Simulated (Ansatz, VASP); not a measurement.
## One calculation of AlNi, two programs

```
Al Ni
1.0
     2.02120   -2.02115    0.00000
     2.02120    2.02115    0.00000
     0.00000    0.00000    2.86887
Al Ni
1 1
Cartesian
  -0.0269 0.0269 -0.0190
  2.0336 -0.0124 1.4432
```

Change from the starting cell: mode 4 frozen in at -0.038 Å and mode 6 at -0.019 Å (largest displacements).

Alike in both runs: task single point; functional PBEsol; k mesh 16 × 16 × 16; occupations gaussian, width 0.15 eV; no spin polarisation.

```csv
,VASP,Ansatz
version,VASP 6.6.1,Ansatz 0.2.0
potentials or method,"VASP PAW PBE potentials, release 64 (Al, Ni), cutoff 520 eV","scalar-relativistic, plane waves, PAW"
valence electrons in the cell,13,21
```

```csv
,VASP,Ansatz,Ansatz less VASP
gap on the k mesh at the Fermi level (eV),none,none,-
pressure (GPa),0.5,0.3,-0.19
"traceless stress, the component that is largest in VASP (GPa)",-0.19,-0.19,+0.005
rms of the force components (eV/Å),0.225,0.223,-0.0020
```

VASP's potentials were made for PBE, not for PBEsol, and Ansatz warns of the same on its side. Atom by atom the forces differ by 0.002 eV/Å (rms over components). A gap of «none» marks a metal or a gap that the smearing closes. VASP's potentials hold 13 valence electrons a cell and Ansatz's 21, so a difference there can come from the potentials and not from the codes. Ansatz's warnings: near symmetry operations not taken.
